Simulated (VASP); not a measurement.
# NaCl in VASP: settings compared

Aim: see how the results for NaCl move with the level of theory and the settings. Levels: PBE, r2SCAN, HSE06. Tasks: single point.

Program: VASP 6.6.1. These are calculated values, not measurements. Logs are shortened: lines on timing, memory, paths and dates and some standing lists are left out, and cuts for length are marked.

### Step 1. The cell of the first run

It takes space group R-3m (No. 166, trigonal). The conventional cell has a = 3.964 Å, b = 3.964 Å, c = 9.500 Å, α = 90.00°, β = 90.00°, γ = 120.00°. Na (site symmetry -3m) has 6 Cl at 2.78 Å within 3.7 Å. Within 3.7 Å of Cl (site symmetry -3m) lie 6 Na at 2.78 Å.

### Step 2. Single point, PBE (strain along [111] -2.1%)

Contents of INCAR:

```
SYSTEM = NaCl
  PREC = Accurate
  ENCUT = 520
  EDIFF = 1E-6
  ISMEAR = -1
  SIGMA = 0.02
  LREAL = .False.
  LASPH = .True.
  NELM = 80
  ALGO = Normal
  ISIF = 2
  LWAVE = .False.
  LCHARG = .True.
  GGA = PE
  LELF = .True.
  LVHAR = .True.
  NBANDS = 14
```

Contents of KPOINTS:

```
Automatic mesh
0
Gamma
  8 8 8
  0 0 0
```

Contents of POSCAR:

```
NaCl
1.0
   -0.0401720166      2.7625268138      2.7625268138
    2.7625268138     -0.0401720166      2.7625268138
    2.7625268138      2.7625268138     -0.0401720166
Na Cl
1 1
Direct
    0.0000000000      0.0000000000      0.0000000000
    0.5000000000      0.5000000000      0.5000000000
```

Potentials or basis: VASP PAW PBE potentials, release 64 (Na_pv, Cl).

Command:

```sh
cat potpaw_PBE.64/Na_pv/POTCAR potpaw_PBE.64/Cl/POTCAR > POTCAR
mpirun -np 1 vasp_std > vasp.out
```

OUTCAR:

```text
SYSTEM = NaCl
   PREC = Accurate
   ENCUT = 520
   EDIFF = 1E-6
   ISMEAR = -1
   LREAL = .False.
   LASPH = .True.
   NELM = 80
   ISIF = 2
   GGA = PE

 ion  position               nearest neighbor table
   1  0.000  0.000  0.000-
   2  0.500  0.500  0.500-

  LATTYP: Found a trigonal (rhomboedric) cell.
 ALAT       =     3.9070094170
 COS(alpha) =     0.4854069119

  Lattice vectors:

 A1 = (  -0.0401720166,   2.7625268138,   2.7625268138)
 A2 = (   2.7625268138,  -0.0401720166,   2.7625268138)
 A3 = (   2.7625268138,   2.7625268138,  -0.0401720166)

Analysis of symmetry for initial positions (statically):
=====================================================================
 Subroutine PRICEL returns:
 Original cell was already a primitive cell.

 Routine SETGRP: Setting up the symmetry group for a
 trigonal (rhombohedral) supercell.

 Subroutine GETGRP returns: Found 12 space group operations
 (whereof 12 operations were pure point group operations)
 out of a pool of 12 trial point group operations.

The static configuration has the point symmetry D_3d.

Analysis of symmetry for dynamics (positions and initial velocities):
=====================================================================
 Subroutine PRICEL returns:
 Original cell was already a primitive cell.

 Routine SETGRP: Setting up the symmetry group for a
 trigonal (rhombohedral) supercell.

 Subroutine GETGRP returns: Found 12 space group operations
 (whereof 12 operations were pure point group operations)
 out of a pool of 12 trial point group operations.

The dynamic configuration has the point symmetry D_3d.

 Subroutine INISYM returns: Found 12 space group operations
 (whereof 12 operations are pure point group operations),
 and found     1 'primitive' translations

----------------------------------------------------------------------------------------

                                     Primitive cell

  volume of cell :      43.0844

  direct lattice vectors                    reciprocal lattice vectors
    -0.040172017  2.762526814  2.762526814    -0.177092853  0.179706097  0.179706097
     2.762526814 -0.040172017  2.762526814     0.179706097 -0.177092853  0.179706097
     2.762526814  2.762526814 -0.040172017     0.179706097  0.179706097 -0.177092853

  length of vectors
     3.907009417  3.907009417  3.907009417     0.309758682  0.309758682  0.309758682

  position of ions in fractional coordinates (direct lattice)
     0.000000000  0.000000000  0.000000000
     0.500000000  0.500000000  0.500000000

  ion indices of the primitive-cell ions
   primitive index   ion index
                 1           1
                 2           2

----------------------------------------------------------------------------------------

 KPOINTS: Automatic mesh

Automatic generation of k-mesh.
 Grid dimensions read from file:
 generate k-points for:    8    8    8

 Generating k-lattice:

  Cartesian coordinates                     Fractional coordinates (reciprocal lattice)
    -0.022136607  0.022463262  0.022463262     0.125000000  0.000000000  0.000000000
     0.022463262 -0.022136607  0.022463262     0.000000000  0.125000000  0.000000000
     0.022463262  0.022463262 -0.022136607     0.000000000  0.000000000  0.125000000

  Length of vectors
     0.038719835  0.038719835  0.038719835

  Shift w.r.t. Gamma in fractional coordinates (k-lattice)
     0.000000000  0.000000000  0.000000000

 Subroutine IBZKPT returns following result:
 ===========================================

 Found     65 irreducible k-points:

 Following reciprocal coordinates:
            Coordinates               Weight
  0.000000  0.000000  0.000000      1.000000
  0.125000  0.000000  0.000000      6.000000
  0.250000  0.000000  0.000000      6.000000
  0.375000  0.000000  0.000000      6.000000
  0.500000  0.000000  0.000000      3.000000
  0.125000  0.125000  0.000000      6.000000
[... 16 lines left out ...]
  0.250000  0.125000  0.125000      6.000000
  0.375000  0.125000  0.125000      6.000000
 [... further k-points ...]
   k-points           NKPTS =     65   k-points in BZ     NKDIM =     65   number of bands    NBANDS=     14
   number of dos      NEDOS =    301   number of ions     NIONS =      2
   total plane-waves  NPLWV =  27000
   dimension x,y,z NGX =    30 NGY =   30 NGZ =   30
   dimension x,y,z NGXF=    60 NGYF=   60 NGZF=   60
   ions per type =               1   1
   NGX,Y,Z   is equivalent  to a cutoff of  12.77, 12.77, 12.77 a.u.
   NGXF,Y,Z  is equivalent  to a cutoff of  25.53, 25.53, 25.53 a.u.
 SYSTEM =  NaCl
   PREC   = accura    normal or accurate (medium, high low for compatibility)
   ISTART =      0    job   : 0-new  1-cont  2-samecut
   ICHARG =      2    charge: 1-file 2-atom 10-const
   ISPIN  =      1    spin polarized calculation?
   LNONCOLLINEAR =      F non collinear calculations
   LSORBIT =      F    spin-orbit coupling
   LASPH  =      T    aspherical Exc in radial PAW
   ENCUT  =  520.0 eV  38.22 Ry    6.18 a.u.   7.26  7.26  7.26*2*pi/ulx,y,z
   NELM   =     80;   NELMIN=  2; NELMDL= -5     # of ELM steps
   EDIFF  = 0.1E-05   stopping-criterion for ELM
   LREAL  =      F    real-space projection
   EDIFFG = 0.1E-04   stopping-criterion for IOM
   NSW    =      0    number of steps for IOM
   IBRION =     -1    ionic relax: 0-MD 1-quasi-New 2-CG
   NFREE  =      0    steps in history (QN), initial steepest desc. (CG)
   ISIF   =      2    stress and relaxation
   ISYM   =      2    0-nonsym 1-usesym 2-fastsym
   POTIM  = 0.5000    time-step for ionic-motion
   TEBEG  =    0.0;   TEEND  =   0.0 temperature during run
   PSTRESS=    0.0 pullay stress
   NELECT =      14.0000    total number of electrons
   NUPDOWN=      -1.0000    fix difference up-down
   EMIN   =  10.00;   EMAX   =-10.00  energy-range for DOS
   EFERMI =   0.00;   METHOD = LEGACY
   ISMEAR =    -1;   SIGMA  =   0.02  broadening in eV -4-tet -1-fermi 0-gaus
   EFERMI_NEDOS =   21; number of points for ismear=-14 and -15
   IALGO  =     38    algorithm
   IMIX   =      4    mixing-type and parameters
     AMIX     =   0.40;   BMIX     =  1.00
     AMIX_MAG =   1.60;   BMIX_MAG =  1.00
  volume/ion in A,a.u.               =      21.54       145.37
  Fermi-wavevector in a.u.,A,eV,Ry     =   1.125496  2.126880 17.235075  1.266742
  Thomas-Fermi vector in A             =   2.262174
   LORBIT       =      0    0 simple, 1 ext, 2 COOP (PROOUT), +10 PAW based schemes
   GGA     = PE    functional components
   LHFCALC =     F    Hartree Fock is set to
   AEXX    =    0.0000 exact exchange contribution
   IVDW    =     0    specifies the selected vdW correction
   LEPSILON=     F    determine dielectric tensor
   LRPA    =     F    only Hartree local field effects (RPA)
 non-spin polarized calculation
  energy-cutoff  :      520.00
  volume of cell :       43.08
 maximum number of plane-waves:      1187
 NGX is ok and might be reduce to    30
   NGX = 15   NGY = 15   NGZ = 15

 number of electron      14.0000006 magnetization

 Free energy of the ion-electron system (eV)
  ---------------------------------------------------
  ext. energy  EPLUGINS =         0.00000000
  ---------------------------------------------------
  free energy    TOTEN  =        -6.75880869 eV

  energy without entropy =       -6.75880869  energy(sigma->0) =       -6.75880869

 E-fermi :  -0.0673     XC(G=0):  -8.3396

 val. band max:       -0.4369881933   @ k =   0.0000   0.0000   0.0000
 cond. band min:       4.7720805272   @ k =   0.0000   0.0000   0.0000
 fundamental gap:      5.2090687205
 Fermi energy:        -0.0673055099

 k-point     1 :       0.0000    0.0000    0.0000
  band No.  band energies     occupation
      1     -21.2400      2.00000
      2     -21.2370      2.00000
      3     -21.2370      2.00000
      4     -13.2447      2.00000
      5      -0.5185      2.00000
      6      -0.5185      2.00000
      7      -0.4370      2.00000
      8       4.7721      0.00000
      9      10.5657      0.00000
     10      10.5657      0.00000
     11      10.8796      0.00000
     12      12.8850      0.00000
     13      12.8850      0.00000
     14      14.5509      0.00000

 k-point     2 :       0.1250    0.0000    0.0000
  band No.  band energies     occupation
      1     -21.2429      2.00000
      2     -21.2397      2.00000
      3     -21.2373      2.00000
      4     -13.1928      2.00000
      5      -0.8996      2.00000
      6      -0.5600      2.00000
      7      -0.4902      2.00000
      8       5.2822      0.00000
      9      10.0829      0.00000
     10      10.7667      0.00000
     11      11.0455      0.00000
     12      12.6230      0.00000
     13      12.6740      0.00000
     14      15.5159      0.00000

 k-point     3 :       0.2500    0.0000    0.0000
  band No.  band energies     occupation
      1     -21.2551      2.00000
      2     -21.2409      2.00000
      3     -21.2380      2.00000
      4     -13.0635      2.00000
      5      -1.6684      2.00000
      6      -0.6567      2.00000
      7      -0.5956      2.00000
      8       6.2617      0.00000
      9       9.5894      0.00000
     10      10.9120      0.00000
     11      11.1269      0.00000
     12      12.7902      0.00000
     13      12.9759      0.00000
     14      15.4726      0.00000
[... 324 lines left out ...]
 k-point    23 :       0.2500    0.1250    0.1250
  band No.  band energies     occupation
      1     -21.2510      2.00000
      2     -21.2406      2.00000
      3     -21.2372      2.00000
      4     -13.1114      2.00000
      5      -1.2886      2.00000
      6      -0.7101      2.00000
      7      -0.5940      2.00000
      8       5.9748      0.00000
      9       9.6378      0.00000
     10      10.9795      0.00000
     11      11.1246      0.00000
     12      11.8822      0.00000
     13      13.1436      0.00000
     14      16.5193      0.00000

 k-point    24 :       0.3750    0.1250    0.1250
  band No.  band energies     occupation
      1     -21.2605      2.00000
      2     -21.2439      2.00000
      3     -21.2379      2.00000
      4     -12.9829      2.00000
      5      -1.9127      2.00000
      6      -0.8765      2.00000
      7      -0.6898      2.00000
      8       6.9175      0.00000
      9       9.3526      0.00000
     10      10.5691      0.00000
     11      11.1290      0.00000
     12      12.3111      0.00000
     13      14.4130      0.00000
     14      16.3359      0.00000

 [... further k-points ...]

------------------------ aborting loop because EDIFF is reached ----------------------------------------

  FORCE on cell =-STRESS in cart. coord.  units (eV):
  Direction    XX          YY          ZZ          XY          YZ          ZX
  --------------------------------------------------------------------------------------
  -------------------------------------------------------------------------------------
  Total        0.5143234      0.5143234      0.5143234      0.0477719      0.0477719      0.0477719
  in kB       19.1261131     19.1261131     19.1261131      1.7764922      1.7764922      1.7764922
  external PRESSURE =      19.1261131 kB  Pullay stress =       0.0000000 kB

 VOLUME and BASIS-vectors are now :
 -----------------------------------------------------------------------------
  energy-cutoff  :      520.00
  volume of cell :       43.08
      direct lattice vectors                 reciprocal lattice vectors
    -0.040172017  2.762526814  2.762526814    -0.177092853  0.179706097  0.179706097
     2.762526814 -0.040172017  2.762526814     0.179706097 -0.177092853  0.179706097
     2.762526814  2.762526814 -0.040172017     0.179706097  0.179706097 -0.177092853

 POSITION                                       TOTAL-FORCE (eV/Angst)
 -----------------------------------------------------------------------------------
      0.00000      0.00000      0.00000         0.000000     -0.000000     -0.000000
      2.74244      2.74244      2.74244         0.000000      0.000000      0.000000
 -----------------------------------------------------------------------------------
    total drift:                               -0.000000      0.000000      0.000000

  FREE ENERGIE OF THE ION-ELECTRON SYSTEM (eV)
  ---------------------------------------------------
  free  energy   TOTEN  =        -6.7588086859 eV

  energy  without entropy=       -6.7588086858  energy(sigma->0) =       -6.75880869
```

It took 16 s on 1 thread of Intel Xeon 6975P-C (Granite Rapids), shared host; peak memory 0.18 GiB.

Results:

```
Free energy            : -6.7588 eV
Pressure               : 1.9 GPa
Band gap on the k mesh : 5.21 eV
```

Stress tensor (GPa, compression positive):
```
1.91 0.18 0.18
0.18 1.91 0.18
0.18 0.18 1.91
```

Caveat: the cell differs from its parent crystal (strain along [111] -2.1%).

### Step 3. Single point, r2SCAN (uniaxial x strain +5.1%)

Contents of POSCAR:

```
NaCl
1.0
    0.0000000000      2.8026988303      2.8026988303
    2.9459167406      0.0000000000      2.8026988303
    2.9459167406      2.8026988303      0.0000000000
Na Cl
1 1
Direct
    0.0000000000      0.0000000000      0.0000000000
    0.5000000000      0.5000000000      0.5000000000
```

Contents of INCAR.step1:

```
SYSTEM = NaCl
PREC = Accurate ; ENCUT = 520
ISMEAR = 0 ; SIGMA = 0.01
LREAL = .False. ; LASPH = .True.
NELM = 60 ; NBANDS = 14
GGA = PE ; ALGO = Normal
EDIFF = 1E-4 ; LWAVE = .True.
LCHARG = .False.
```

Contents of INCAR.step2:

```
SYSTEM = NaCl
PREC = Accurate ; ENCUT = 520
EDIFF = 1E-6 ; ISMEAR = 0
SIGMA = 0.01 ; LREAL = .False.
LASPH = .True. ; NELM = 60
ALGO = Normal ; ISIF = 2
LWAVE = .False. ; LCHARG = .True.
METAGGA = R2SCAN ; LMIXTAU = .True.
LELF = .True. ; LVHAR = .True.
NBANDS = 14 ; ISTART = 1
```

Contents of KPOINTS:

```
regular mesh
0
Gamma
  8 8 8
  0 0 0
```

Potentials or basis: VASP PAW PBE potentials, release 64 (Na_pv, Cl).

Command:

```sh
cat potpaw_PBE.64/Na_pv/POTCAR potpaw_PBE.64/Cl/POTCAR > POTCAR
cp INCAR.step1 INCAR
mpirun -np 1 vasp_std > vasp.out
cp INCAR.step2 INCAR
mpirun -np 1 vasp_std > vasp.out
```

OUTCAR:

```text
SYSTEM = NaCl
   PREC = Accurate
   ENCUT = 520
   EDIFF = 1E-6
   ISMEAR = 0
   LREAL = .False.
   LASPH = .True.
   NELM = 60
   ISIF = 2
   METAGGA = R2SCAN
   ISTART = 1

 ion  position               nearest neighbor table
   1  0.000  0.000  0.000-
   2  0.500  0.500  0.500-

  LATTYP: Found a body centered tetragonal cell.
 ALAT       =     3.9636146971
 C/A-ratio  =     1.4864798754

  Lattice vectors:

 A1 = (   2.9459167406,   0.0000000000,   2.8026988303)
 A2 = (   2.9459167406,   0.0000000000,  -2.8026988303)
 A3 = (  -2.9459167406,   2.8026988303,   0.0000000000)

Analysis of symmetry for initial positions (statically):
=====================================================================
 Subroutine PRICEL returns:
 Original cell was already a primitive cell.

 Routine SETGRP: Setting up the symmetry group for a
 body centered tetragonal supercell.

 Subroutine GETGRP returns: Found 16 space group operations
 (whereof 16 operations were pure point group operations)
 out of a pool of 16 trial point group operations.

[... 175 lines left out ...]
      4     -14.4969      2.00000
      5      -1.3530      2.00000
      6      -1.3530      2.00000
      7      -1.3227      2.00000
      8       4.4526      0.00000
      9      10.1557      0.00000
     10      10.5226      0.00000
     11      10.5226      0.00000
     12      12.2955      0.00000
     13      12.8981      0.00000
     14      14.1377      0.00000
[... 377 lines left out ...]
      1     -22.9300      2.00000
      2     -22.9226      2.00000
      3     -22.9116      2.00000
      4     -14.2742      2.00000
      5      -2.6418      2.00000
      6      -1.7090      2.00000
      7      -1.4894      2.00000
      8       6.5214      0.00000
      9       8.9541      0.00000
     10      10.2235      0.00000
     11      11.1599      0.00000
     12      12.2727      0.00000
     13      13.9686      0.00000
     14      15.7244      0.00000

 [... further k-points ...]

------------------------ aborting loop because EDIFF is reached ----------------------------------------

  FORCE on cell =-STRESS in cart. coord.  units (eV):
  Direction    XX          YY          ZZ          XY          YZ          ZX
  --------------------------------------------------------------------------------------
  -------------------------------------------------------------------------------------
  Total       -0.6983482     -0.2138412     -0.2138412      0.0000000      0.0000000     -0.0000000
  in kB      -24.1757102     -7.4028460     -7.4028460      0.0000000      0.0000000     -0.0000000
  external PRESSURE =     -12.9938007 kB  Pullay stress =       0.0000000 kB

 VOLUME and BASIS-vectors are now :
 -----------------------------------------------------------------------------
  energy-cutoff  :      520.00
  volume of cell :       46.28
      direct lattice vectors                 reciprocal lattice vectors
     0.000000000  2.802698830  2.802698830    -0.169726453  0.178399475  0.178399475
     2.945916741  0.000000000  2.802698830     0.169726453 -0.178399475  0.178399475
     2.945916741  2.802698830  0.000000000     0.169726453  0.178399475 -0.178399475

 POSITION                                       TOTAL-FORCE (eV/Angst)
 -----------------------------------------------------------------------------------
      0.00000      0.00000      0.00000         0.000000      0.000000      0.000000
      2.94592      2.80270      2.80270        -0.000000      0.000000      0.000000
 -----------------------------------------------------------------------------------
    total drift:                               -0.000000      0.000000      0.000000

  FREE ENERGIE OF THE ION-ELECTRON SYSTEM (eV)
  ---------------------------------------------------
  free  energy   TOTEN  =       -13.7704513964 eV

  energy  without entropy=      -13.7704513964  energy(sigma->0) =      -13.77045140
```

Run time: 70 s. Hardware: 1 thread of Intel Xeon 6975P-C (Granite Rapids), shared host; peak memory 0.18 GiB.

What came out:

```
Free energy            : -13.7705 eV
Pressure               : -1.3 GPa
Band gap on the k mesh : 5.78 eV
```

Levels at points of the mesh, in eV from the valence-band top:
| k point | band 5 | band 6 | band 7 | band 8 | band 9 | band 10 |
| --- | --- | --- | --- | --- | --- | --- |
| (0.00, 0.00, 0.00) | -0.03 | -0.03 | 0.00 | 5.78 | 11.48 | 11.85 |
| (0.50, 0.00, 0.00) | -1.85 | -0.31 | -0.25 | 7.86 | 11.33 | 11.45 |
| (0.50, 0.50, 0.00) | -1.61 | -0.70 | -0.55 | 8.34 | 8.56 | 12.11 |
| (0.00, 0.50, 0.50) | -1.63 | -0.53 | -0.53 | 8.37 | 8.75 | 11.64 |

Caveat: the cell differs from its parent crystal (uniaxial x strain +5.1%); the PAW data sets were made with another functional, which shifts forces and pressure a little. A k mesh can miss the band edges.

(Continued in part 2 of 2.)
